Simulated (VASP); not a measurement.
The system is BaTiO3.

```
CELL_PARAMETERS angstrom
2.82737 1.63238 2.31839
-2.82737 1.63238 2.31839
0.00000 -3.26476 2.31839
ATOMIC_POSITIONS crystal
Ba 0.00000 0.00000 0.00000
Ti 0.48450 0.48450 0.48450
O 0.50860 0.50860 0.01750
O 0.01750 0.50860 0.50860
O 0.50860 0.01750 0.50860
```

| Quantity | Value |
| --- | --- |
| Program | VASP 6.6.1 |
| Task | relaxation of cell and atoms |
| Functional | r2SCAN |
| Potentials or basis | VASP PAW PBE potentials, release 64 (Ba_sv, Ti_sv, O) |
| Cutoff | 600 eV |
| k mesh | 6 × 6 × 6 |
| Occupations | gaussian, width 0.02 eV |
| Spin | no spin polarisation |

At the start: pressure 3.8 GPa; volume 12.84 Å³/atom.

Question: How do energy, volume and symmetry change on relaxing?

Answer: Over 11 steps the energy falls by 3.4 meV/atom and the volume is 13.14 Å³/atom (+2.3 %); space group R3m (No. 160, to 0.1 Å) before and after.

The path:
```tsv
step	energy change (eV)	largest force (eV/Å)	pressure (GPa)	volume (Å³)
1	0.0000	0.2542	3.77	64.20
2	0.0091	0.3087	-4.27	67.05
3	-0.0155	0.0907	0.03	65.44
4	-0.0155	0.0912	0.10	65.41
5	-0.0162	0.0628	0.09	65.48
6	-0.0167	0.0408	0.07	65.58
7	-0.0169	0.0300	-0.07	65.66
8	-0.0169	0.0239	-0.15	65.71
9	-0.0169	0.0248	0.21	65.62
10	-0.0170	0.0010	0.04	65.66
11	-0.0170	0.0010	0.00	65.68
```

Final structure:
```xyz
5
Lattice="2.8484 1.6445 2.3371 -2.8484 1.6445 2.3371 0.0000 -3.2890 2.3371" Properties=species:S:1:pos:R:3 pbc="T T T"
Ba    0.0000    0.0000    6.9938
Ti    0.0000    0.0000    3.3951
O     0.0000    1.6134    2.4245
O    -1.3973   -0.8067    2.4245
O     1.3973   -0.8067    2.4245
```

Caveat: the PAW data sets were made with another functional, which shifts forces and pressure a little.
